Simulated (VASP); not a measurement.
Set up this calculation in VASP 6.6.1, as the native input.

```yaml
Task: relaxation of cell and atoms
Functional: PBE
Potentials_or_basis: VASP PAW PBE potentials, release 64 (K_sv, Sb, I)
Cutoff: 600 eV
k_mesh: 4 × 4 × 2
Occupations: gaussian, width 0.1 eV
Spin: no spin polarisation
Dipole_correction: no
Further_INCAR_settings: ALGO = Normal; EDIFF = 1e-07; IBRION = 2; EDIFFG = -0.04; NSW = 90; ISIF = 3
```

The structure of K3SbI lies in POSCAR:

```
K3SbI
1.0
    5.1579257100      0.0000000000      0.0000000000
    0.0000000000      5.1579257100      0.0000000000
    0.0000000000      0.0000000000      7.5527458600
K Sb I
3 1 1
Direct
    0.0000000000      0.5000000000      0.0000000000
    0.5000000000      0.0000000000      0.0000000000
    0.5000000000      0.5000000000      0.5000000000
    0.0000000000      0.0000000000      0.5000000000
    0.0000000000      0.0000000000      0.0000000000
```

The cell was built from a structure type or drawn by symmetry, and may not be a known phase.

These files were run (other wordings do the same):

INCAR

```
ALGO = Normal
EDIFF = 1E-7
EDIFFG = -0.04
ENCUT = 600
GGA = PE
IBRION = 2
ISIF = 3
ISMEAR = 0
LASPH = True
LCHARG = False
LREAL = False
LWAVE = False
NELM = 60
NSW = 90
PREC = Accurate
SIGMA = 0.1
```

KPOINTS

```
k-points
0
Gamma
  4 4 2
```

Potentials or basis: VASP PAW PBE potentials, release 64 (K_sv, Sb, I).

Command:

```console
$ cat potpaw_PBE.64/K_sv/POTCAR potpaw_PBE.64/Sb/POTCAR potpaw_PBE.64/I/POTCAR > POTCAR
$ mpirun -np 1 vasp_std > vasp.out
```

Results of the run:

```yaml
Relaxed_volume: 56.08 Å³/atom
Relaxed_cell: a = 6.419 Å, b = 6.419 Å, c = 6.806 Å, α = 90.00°, β = 90.00°, γ = 90.00°
Space_group_after_relaxing_to_0.1_Å: P4/mmm (No. 123)
Energy_gained_by_relaxing: 886.2 meV/atom
Ionic_steps: 6
Pressure_after_relaxing: 0.0 GPa
Band_gap_on_the_k_mesh: zero (an odd number of electrons rules out a gap without spin polarisation)
```

Caveat: the k points lie up to 0.46 Å⁻¹ apart in the final cell, too coarse for converged energies and pressures of a metal; the volume moved by over 15 % at a fixed basis, so the end points are rough; spin-orbit coupling is left out, which moves the levels of the heavy elements; an odd number of electrons without spin polarisation forces a metal; a magnetic or distorted state may lie lower.

Wall time 3 min on 1 thread of Intel(R) Xeon(R) 6975P-C (Granite Rapids) (shared host), peak memory 0.36 GiB.
